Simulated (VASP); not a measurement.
# C (Im-3m) in VASP: a series of runs, part 2 of 2

VASP 6.6.1.

## Step 5: Single point, RPBE (volume scaled by 0.96)

Input file INCAR:

```
SYSTEM = C
PREC = Accurate
ENCUT = 520
EDIFF = 1E-6
ISMEAR = -1
SIGMA = 0.1
LREAL = .FALSE.
LASPH = .TRUE.
NELM = 100
ALGO = Normal
ISIF = 2
LWAVE = .FALSE.
LCHARG = .FALSE.
GGA = RP
NBANDS = 8
```

Input file KPOINTS:

```
regular mesh
0
G
  21 21 21
  0 0 0
```

Input file POSCAR:

```
C
1.0
   -1.1790578244      1.1790578244      1.1790578244
    1.1790578244     -1.1790578244      1.1790578244
    1.1790578244      1.1790578244     -1.1790578244
C
1
Direct
    0.0000000000      0.0000000000      0.0000000000
```

Potentials or basis: VASP PAW PBE potentials, release 64 (C).

Command:

```
$ cat potpaw_PBE.64/C/POTCAR > POTCAR
$ mpirun -np 1 vasp_std > vasp.out
```

OUTCAR:

```text
SYSTEM = C
   PREC = Accurate
   ENCUT = 520
   EDIFF = 1E-6
   ISMEAR = -1
   LREAL = .FALSE.
   LASPH = .TRUE.
   NELM = 100
   ISIF = 2
   GGA = RP

 ion  position               nearest neighbor table
   1  0.000  0.000  0.000-

  LATTYP: Found a body centered cubic cell.
 ALAT       =     2.3581156488

  Lattice vectors:

 A1 = (  -1.1790578244,   1.1790578244,   1.1790578244)
 A2 = (   1.1790578244,  -1.1790578244,   1.1790578244)
 A3 = (   1.1790578244,   1.1790578244,  -1.1790578244)

Analysis of symmetry for initial positions (statically):
=====================================================================
 Subroutine PRICEL returns:
 Original cell was already a primitive cell.

 Routine SETGRP: Setting up the symmetry group for a
 body centered cubic supercell.

 Subroutine GETGRP returns: Found 48 space group operations
 (whereof 48 operations were pure point group operations)
 out of a pool of 48 trial point group operations.

The static configuration has the point symmetry O_h .

Analysis of symmetry for dynamics (positions and initial velocities):
=====================================================================
 Subroutine PRICEL returns:
 Original cell was already a primitive cell.

 Routine SETGRP: Setting up the symmetry group for a
 body centered cubic supercell.

 Subroutine GETGRP returns: Found 48 space group operations
 (whereof 48 operations were pure point group operations)
 out of a pool of 48 trial point group operations.

The dynamic configuration has the point symmetry O_h .

 Subroutine INISYM returns: Found 48 space group operations
 (whereof 48 operations are pure point group operations),
 and found     1 'primitive' translations

----------------------------------------------------------------------------------------

                                     Primitive cell

  volume of cell :       6.5564

  direct lattice vectors                    reciprocal lattice vectors
    -1.179057824  1.179057824  1.179057824     0.000000000  0.424067412  0.424067412
     1.179057824 -1.179057824  1.179057824     0.424067412  0.000000000  0.424067412
     1.179057824  1.179057824 -1.179057824     0.424067412  0.424067412  0.000000000

  length of vectors
     2.042188057  2.042188057  2.042188057     0.599721885  0.599721885  0.599721885

  position of ions in fractional coordinates (direct lattice)
     0.000000000  0.000000000  0.000000000

  ion indices of the primitive-cell ions
   primitive index   ion index
                 1           1

----------------------------------------------------------------------------------------

 KPOINTS: regular mesh

Automatic generation of k-mesh.
 Grid dimensions read from file:
 generate k-points for:   21   21   21

 Generating k-lattice:

  Cartesian coordinates                     Fractional coordinates (reciprocal lattice)
     0.000000000  0.020193686  0.020193686     0.047619048  0.000000000  0.000000000
     0.020193686  0.000000000  0.020193686     0.000000000  0.047619048  0.000000000
     0.020193686  0.020193686  0.000000000     0.000000000  0.000000000  0.047619048

  Length of vectors
     0.028558185  0.028558185  0.028558185

  Shift w.r.t. Gamma in fractional coordinates (k-lattice)
     0.000000000  0.000000000  0.000000000

 Subroutine IBZKPT returns following result:
 ===========================================

 Found    286 irreducible k-points:

 Following reciprocal coordinates:
            Coordinates               Weight
  0.000000  0.000000  0.000000      1.000000
  0.047619  0.000000  0.000000     12.000000
  0.095238  0.000000  0.000000     12.000000
  0.142857  0.000000  0.000000     12.000000
  0.190476  0.000000  0.000000     12.000000
  0.238095  0.000000  0.000000     12.000000
[... 16 lines left out ...]
  0.142857  0.095238  0.000000     48.000000
  0.190476  0.095238  0.000000     48.000000
 [... further k-points ...]
   k-points           NKPTS =    286   k-points in BZ     NKDIM =    286   number of bands    NBANDS=      8
   number of dos      NEDOS =    301   number of ions     NIONS =      1
   total plane-waves  NPLWV =   4096
   dimension x,y,z NGX =    16 NGY =   16 NGZ =   16
   dimension x,y,z NGXF=    32 NGYF=   32 NGZF=   32
   ions per type =               1
   NGX,Y,Z   is equivalent  to a cutoff of  13.02, 13.02, 13.02 a.u.
   NGXF,Y,Z  is equivalent  to a cutoff of  26.05, 26.05, 26.05 a.u.
 SYSTEM =  C
   PREC   = accura    normal or accurate (medium, high low for compatibility)
   ISTART =      0    job   : 0-new  1-cont  2-samecut
   ICHARG =      2    charge: 1-file 2-atom 10-const
   ISPIN  =      1    spin polarized calculation?
   LNONCOLLINEAR =      F non collinear calculations
   LSORBIT =      F    spin-orbit coupling
   LASPH  =      T    aspherical Exc in radial PAW
   ENCUT  =  520.0 eV  38.22 Ry    6.18 a.u.   3.80  3.80  3.80*2*pi/ulx,y,z
   NELM   =    100;   NELMIN=  2; NELMDL= -5     # of ELM steps
   EDIFF  = 0.1E-05   stopping-criterion for ELM
   LREAL  =      F    real-space projection
   EDIFFG = 0.1E-04   stopping-criterion for IOM
   NSW    =      0    number of steps for IOM
   IBRION =     -1    ionic relax: 0-MD 1-quasi-New 2-CG
   NFREE  =      0    steps in history (QN), initial steepest desc. (CG)
   ISIF   =      2    stress and relaxation
   ISYM   =      2    0-nonsym 1-usesym 2-fastsym
   POTIM  = 0.5000    time-step for ionic-motion
   TEBEG  =    0.0;   TEEND  =   0.0 temperature during run
   PSTRESS=    0.0 pullay stress
   NELECT =       4.0000    total number of electrons
   NUPDOWN=      -1.0000    fix difference up-down
   EMIN   =  10.00;   EMAX   =-10.00  energy-range for DOS
   EFERMI =   0.00;   METHOD = LEGACY
   ISMEAR =    -1;   SIGMA  =   0.10  broadening in eV -4-tet -1-fermi 0-gaus
   EFERMI_NEDOS =   21; number of points for ismear=-14 and -15
   IALGO  =     38    algorithm
   IMIX   =      4    mixing-type and parameters
     AMIX     =   0.40;   BMIX     =  1.00
     AMIX_MAG =   1.60;   BMIX_MAG =  1.00
  volume/ion in A,a.u.               =       6.56        44.24
  Fermi-wavevector in a.u.,A,eV,Ry     =   1.388480  2.623847 26.230367  1.927878
  Thomas-Fermi vector in A             =   2.512602
   LORBIT       =      0    0 simple, 1 ext, 2 COOP (PROOUT), +10 PAW based schemes
   GGA     = RP    functional components
   LHFCALC =     F    Hartree Fock is set to
   AEXX    =    0.0000 exact exchange contribution
   IVDW    =     0    specifies the selected vdW correction
   LEPSILON=     F    determine dielectric tensor
   LRPA    =     F    only Hartree local field effects (RPA)
 non-spin polarized calculation
  energy-cutoff  :      520.00
  volume of cell :        6.56
 maximum number of plane-waves:       184
   NGX =  7   NGY =  7   NGZ =  7

 number of electron       4.0000000 magnetization

 Free energy of the ion-electron system (eV)
  ---------------------------------------------------
  ext. energy  EPLUGINS =         0.00000000
  ---------------------------------------------------
  free energy    TOTEN  =        -4.46198345 eV

  energy without entropy =       -4.45075691  energy(sigma->0) =       -4.45637018

 E-fermi :   8.8546     XC(G=0): -13.1979

 val. band max:        8.8198194816   @ k =   0.2381   0.1905   0.1905
 cond. band min:       8.8701585433   @ k =  -0.2857   0.3810   0.1429
 fundamental gap:      0.0503390617
 Fermi energy:         8.8546236394

 k-point     1 :       0.0000    0.0000    0.0000
  band No.  band energies     occupation
      1     -11.0779      2.00000
      2      18.1985      0.00000
      3      18.1985      0.00000
      4      18.1985      0.00000
      5      42.3042      0.00000
      6      42.3042      0.00000
      7      42.3042      0.00000
      8      44.9674      0.00000

 k-point     2 :       0.0476    0.0000    0.0000
  band No.  band energies     occupation
      1     -10.9749      2.00000
      2      17.9414      0.00000
      3      18.0501      0.00000
      4      18.1686      0.00000
      5      41.5300      0.00000
      6      41.5410      0.00000
      7      42.6724      0.00000
      8      44.9757      0.00000
[... 221 lines left out ...]
 k-point    23 :       0.1429    0.0952    0.0000
  band No.  band energies     occupation
      1      -9.1255      2.00000
      2      14.0373      0.00000
      3      15.8151      0.00000
      4      17.2854      0.00000
      5      34.9787      0.00000
      6      36.1509      0.00000
      7      43.2594      0.00000
      8      44.5271      0.00000

 k-point    24 :       0.1905    0.0952    0.0000
  band No.  band energies     occupation
      1      -8.2056      2.00000
      2      12.2693      0.00000
      3      14.9009      0.00000
      4      17.0000      0.00000
      5      33.8016      0.00000
      6      35.1756      0.00000
      7      43.1432      0.00000
      8      44.8447      0.00000

 [... further k-points ...]
[... 5 lines left out ...]
  --------------------------------------------------------------------------------------
  -------------------------------------------------------------------------------------
  Total        0.2979325      0.2979325      0.2979325      0.0000000      0.0000000      0.0000000
  in kB       72.8053279     72.8053279     72.8053279      0.0000000      0.0000000      0.0000000
  external PRESSURE =      72.8053279 kB  Pullay stress =       0.0000000 kB

 VOLUME and BASIS-vectors are now :
 -----------------------------------------------------------------------------
  energy-cutoff  :      520.00
  volume of cell :        6.56
      direct lattice vectors                 reciprocal lattice vectors
    -1.179057824  1.179057824  1.179057824     0.000000000  0.424067412  0.424067412
     1.179057824 -1.179057824  1.179057824     0.424067412  0.000000000  0.424067412
     1.179057824  1.179057824 -1.179057824     0.424067412  0.424067412  0.000000000

 POSITION                                       TOTAL-FORCE (eV/Angst)
 -----------------------------------------------------------------------------------
      0.00000      0.00000      0.00000         0.000000     -0.000000     -0.000000
 -----------------------------------------------------------------------------------
    total drift:                                0.000000     -0.000000      0.000000

  FREE ENERGIE OF THE ION-ELECTRON SYSTEM (eV)
  ---------------------------------------------------
  free  energy   TOTEN  =        -4.4619834474 eV

  energy  without entropy=       -4.4507569135  energy(sigma->0) =       -4.45637018
```

Wall time 3.7 s (1 thread of Intel Xeon Platinum 8559C (Emerald Rapids), shared host); peak memory 0.11 GiB.

What came out:

```yaml
Free_energy: -4.4620 eV
Pressure: 7.3 GPa
Band_gap_on_the_k_mesh: zero (band 2 reaches 18.20 eV, above the bottom of band 3 at 3.69 eV)
```

Caveat: the PAW data sets were made with another functional, which shifts forces and pressure a little.

## Step 6: Overview

```csv
cell,k mesh,gap on the mesh (eV),pressure (GPa)
"a = 2.070 Å, angles 109.5°, 1 atom",18 × 18 × 18,none,0.0
"a = 1.984 Å, angles 109.5°, 1 atom",21 × 21 × 21,none,28.6
"a = 2.013 Å, angles 109.5°, 1 atom",21 × 21 × 21,none,16.8
"a = 2.042 Å, angles 109.5°, 1 atom",21 × 21 × 21,none,7.3
```

Alike in all rows: task single point; level RPBE; potentials or basis VASP PAW PBE potentials, release 64 (C); no spin polarisation; cutoff (eV) 520; smearing fermi-dirac 0.1 eV.

Caveats: the PAW data sets were made with another functional, which shifts forces and pressure a little.

Absolute energies hang on the potentials; compare differences alone.
